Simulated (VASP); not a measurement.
# Co (P6_3/mmc) in VASP: a series of runs, part 2 of 2

VASP 6.6.1.

**4. Single point, PBE, collinear spin, ferromagnetic start (volume scaled by 0.88)**

INCAR

```
PREC = Accurate
ENCUT = 520
EDIFF = 1E-6
ISMEAR = -1
SIGMA = 0.05
LREAL = False
LASPH = True
NELM = 150
ALGO = Normal
ISIF = 2
LWAVE = False
LCHARG = False
ISPIN = 2
MAGMOM = 1.707 1.707 1.725 1.725
LORBIT = 11
LMAXMIX = 4
GGA = PE
NBANDS = 30
```

KPOINTS

```
Automatic mesh
0
Gamma
  16 16 5
```

POSCAR

```
Co
1.0
    2.3910859939      0.0000000000      0.0000000000
   -1.1955429970      2.0707412134      0.0000000000
    0.0000000000      0.0000000000      7.7445847500
Co
4
Direct
    0.0000000000      1.0000000000      0.0000000000
    1.0000000000      1.0000000000      0.5000000000
    0.3333333333      0.6666666667      0.2500000000
    0.6666666667      0.3333333333      0.7500000000
```

Potentials or basis: VASP PAW PBE potentials, release 64 (Co).

Launch:

```bash
> cat potpaw_PBE.64/Co/POTCAR > POTCAR
> mpirun -np 1 vasp_std > vasp.out
```

OUTCAR:

```text
PREC = Accurate
   ENCUT = 520
   EDIFF = 1E-6
   ISMEAR = -1
   LREAL = False
   LASPH = True
   NELM = 150
   ISIF = 2
   ISPIN = 2
   LORBIT = 11
   GGA = PE

 ion  position               nearest neighbor table
   1  0.000  0.000  0.000-   3 2.38   4 2.38   4 2.38   3 2.38   4 2.38   3 2.38
   2  0.000  0.000  0.500-   3 2.38   4 2.38   4 2.38   3 2.38   4 2.38   3 2.38
   3  0.333  0.667  0.250-   1 2.38   2 2.38   1 2.38   2 2.38   1 2.38   2 2.38
   4  0.667  0.333  0.750-   1 2.38   2 2.38   1 2.38   2 2.38   1 2.38   2 2.38

  LATTYP: Found a hexagonal cell.
 ALAT       =     2.3910859939
 C/A-ratio  =     3.2389402848

  Lattice vectors:

 A1 = (   2.3910859939,   0.0000000000,   0.0000000000)
 A2 = (  -1.1955429970,   2.0707412134,   0.0000000000)
 A3 = (   0.0000000000,   0.0000000000,   7.7445847500)

Analysis of symmetry for initial positions (statically):
=====================================================================
 Subroutine PRICEL returns:
 Original cell was already a primitive cell.
[... 1003 lines left out ...]
      6      10.2414      1.00000
[... 781 lines left out ...]
     29      25.9906      0.00000
     30      27.4920      0.00000

 [... further k-points ...]
[... 5 lines left out ...]
  --------------------------------------------------------------------------------------
  -------------------------------------------------------------------------------------
  Total        8.3678962      8.3678962      8.5075680     -0.0000000      0.0000000      0.0000000
  in kB      349.6292067    349.6292067    355.4650049     -0.0000000      0.0000000      0.0000000
  external PRESSURE =     351.5744728 kB  Pullay stress =       0.0000000 kB

 VOLUME and BASIS-vectors are now :
 -----------------------------------------------------------------------------
  energy-cutoff  :      520.00
  volume of cell :       38.35
      direct lattice vectors                 reciprocal lattice vectors
     2.391085994  0.000000000  0.000000000     0.418220007  0.241459433  0.000000000
    -1.195542997  2.070741213  0.000000000     0.000000000  0.482918867  0.000000000
     0.000000000  0.000000000  7.744584750     0.000000000  0.000000000  0.129122481

 POSITION                                       TOTAL-FORCE (eV/Angst)
 -----------------------------------------------------------------------------------
      0.00000      0.00000      0.00000         0.000000      0.000000     -0.000000
      0.00000      0.00000      3.87229         0.000000      0.000000     -0.000000
     -0.00000      1.38049      1.93615        -0.000000     -0.000000      0.000000
      1.19554      0.69025      5.80844         0.000000      0.000000     -0.000000
 -----------------------------------------------------------------------------------
    total drift:                                0.000000     -0.000000      0.000000

  FREE ENERGIE OF THE ION-ELECTRON SYSTEM (eV)
  ---------------------------------------------------
  free  energy   TOTEN  =       -27.6470614252 eV

  energy  without entropy=      -27.6189590113  energy(sigma->0) =      -27.63301022

 total charge

# of ion       s       p       d       tot
------------------------------------------
    1        0.547   0.639   7.363   8.549
    2        0.547   0.639   7.363   8.549
    3        0.546   0.642   7.354   8.543
    4        0.546   0.642   7.354   8.543
--------------------------------------------------
tot          2.186   2.562  29.434  34.183

 magnetization (x)

# of ion       s       p       d       tot
------------------------------------------
    1       -0.015  -0.052   1.587   1.519
    2       -0.015  -0.052   1.587   1.519
    3       -0.015  -0.054   1.610   1.542
    4       -0.015  -0.054   1.610   1.542
--------------------------------------------------
tot         -0.061  -0.212   6.394   6.121
```

stdout:

```text
POSCAR found type information on POSCAR Co
 POSCAR found :  1 types and       4 ions
 scaLAPACK will be used
 LDA part: xc-table for (Slater+PW92), standard interpolation
 POSCAR, INCAR and KPOINTS ok, starting setup
 FFT: planning ... GRIDC
 FFT: planning ... GRID_SOFT
 FFT: planning ... GRID
 WAVECAR not read
 entering main loop
```

Wall time 2.2 min (1 thread of Intel Xeon 6975P-C (Granite Rapids), shared host); peak memory 0.26 GiB.

What came out:

| Item | Value |
| --- | --- |
| Free energy | -27.6471 eV |
| Pressure | 35.2 GPa |
| Net moment | 6.14 μB per cell |
| Site moments | Co +1.52, +1.54 μB |
| Valence electrons inside the program's atomic spheres | Co 8.55, 8.54 |

Stress tensor (GPa, compression positive):
```
34.96  0.00  0.00
 0.00 34.96  0.00
 0.00  0.00 35.55
```

Levels at points of the mesh, in eV from the Fermi level:
Spin up:
```csv
k point,band 18,band 19,band 20,band 21,band 22,band 23,band 24,band 25
"(0.00, 0.00, 0.00)",-1.43,-1.43,-1.04,-1.04,-0.56,-0.56,-0.21,7.48
"(0.50, 0.00, 0.00)",-0.32,-0.29,-0.26,0.30,1.53,2.97,3.64,8.09
```
Spin down:
```
           k point  band 11  band 12  band 13  band 14  band 15  band 16  band 17  band 18
(0.00, 0.00, 0.00)    -1.32    -1.06    -1.06    -1.00    -1.00    -0.22    -0.03    -0.03
(0.50, 0.00, 0.00)    -0.95    -0.21    -0.17     0.56     1.30     1.35     1.38     1.38
```

Caveat: the cell differs from its parent crystal (volume scaled by 0.88).

**5. Single point, PBE**

This run uses another cell than the first one, of 10.35 Å³/atom, 0.950 times its volume.

INCAR

```
PREC     = Accurate       # precision mode
ENCUT    = 520            # plane-wave cutoff, eV
EDIFF    = 1E-6           # SCF threshold, eV
ISMEAR   = -1             # smearing method
SIGMA    = 0.1            # smearing width, eV
LREAL    = F              # projectors in reciprocal space
LASPH    = T              # aspherical terms in the spheres
NELM     = 80             # most SCF steps
ALGO     = Normal         # electronic algorithm
ISIF     = 2              # what is computed and relaxed
LWAVE    = F              # write WAVECAR
LCHARG   = F              # write CHGCAR
GGA      = PE             # functional
NBANDS   = 26             # bands
```

KPOINTS

```
regular mesh
0
Gamma
  14 14 4
```

POSCAR

```
Co
1.0
    2.4488855840      0.0000000000      0.0000000000
   -1.2244427920      2.1207971267      0.0000000000
    0.0000000000      0.0000000000      7.9717265137
Co
4
Direct
    0.0000000000      1.0000000000      1.0000000000
    0.0000000000      1.0000000000      0.5000000000
    0.3333333333      0.6666666667      0.2500000000
    0.6666666667      0.3333333333      0.7500000000
```

Launch:

```bash
> cat potpaw_PBE.64/Co/POTCAR > POTCAR
> mpirun -np 1 vasp_std > vasp.out
```

It took 86 s on 1 thread of AMD EPYC 7R13, shared host; peak memory 0.16 GiB.

Results (log left out):

```yaml
Free_energy: -27.4767 eV
Pressure: -0.9 GPa
Band_gap_on_the_k_mesh: zero (band 18 reaches 11.31 eV, above the bottom of band 19 at 10.13 eV)
```

Levels at points of the mesh, in eV from the Fermi level:
| k point | band 14 | band 15 | band 16 | band 17 | band 18 | band 19 | band 20 | band 21 | band 22 | band 23 |
| --- | --- | --- | --- | --- | --- | --- | --- | --- | --- | --- |
| (0.00, 0.00, 0.00) | -1.60 | -1.60 | -0.84 | -0.84 | -0.47 | -0.47 | -0.19 | -0.19 | -0.10 | 0.27 |
| (0.50, 0.00, 0.00) | 0.32 | 0.32 | 0.36 | 0.38 | 0.47 | 0.48 | 0.51 | 0.52 | 1.65 | 3.18 |
| (0.00, 0.00, 0.50) | -1.76 | -1.57 | -1.57 | -0.65 | -0.65 | -0.65 | -0.65 | 0.07 | 0.07 | 0.07 |
| (0.50, 0.00, 0.50) | -0.82 | -0.04 | -0.04 | 0.34 | 0.34 | 0.46 | 0.46 | 1.91 | 1.91 | 3.38 |

Caveat: the run has no spin polarisation, though such a crystal can be magnetic. Spin polarisation is off, so any magnetic state and its effect on volume and gap are missing.

**6. Overview**

```tsv
spin	cell	k mesh	smearing	gap on the mesh (eV)	pressure (GPa)	moment (μB)
collinear, antiferromagnetic start	a = 2.495, b = 2.495, c = 8.082 Å, angles 90.0, 90.0, 120.0°, 4 atoms	14 × 14 × 4	fermi-dirac 0.05 eV	none	-8.7	0.34
collinear, ferromagnetic start	a = 2.495, b = 2.495, c = 8.082 Å, angles 90.0, 90.0, 120.0°, 4 atoms	14 × 14 × 4	fermi-dirac 0.05 eV	none	-0.8	6.52
collinear, ferromagnetic start	a = 2.391, b = 2.391, c = 7.745 Å, angles 90.0, 90.0, 120.0°, 4 atoms	16 × 16 × 5	fermi-dirac 0.05 eV	none	35.2	6.14
off	a = 2.449, b = 2.449, c = 7.972 Å, angles 90.0, 90.0, 120.0°, 4 atoms	14 × 14 × 4	fermi-dirac 0.1 eV	none	-0.9	-
```

Alike in all rows: task single point; level PBE; potentials or basis VASP PAW PBE potentials, release 64 (Co); cutoff (eV) 520.

Absolute energies hang on the potentials; compare differences alone.
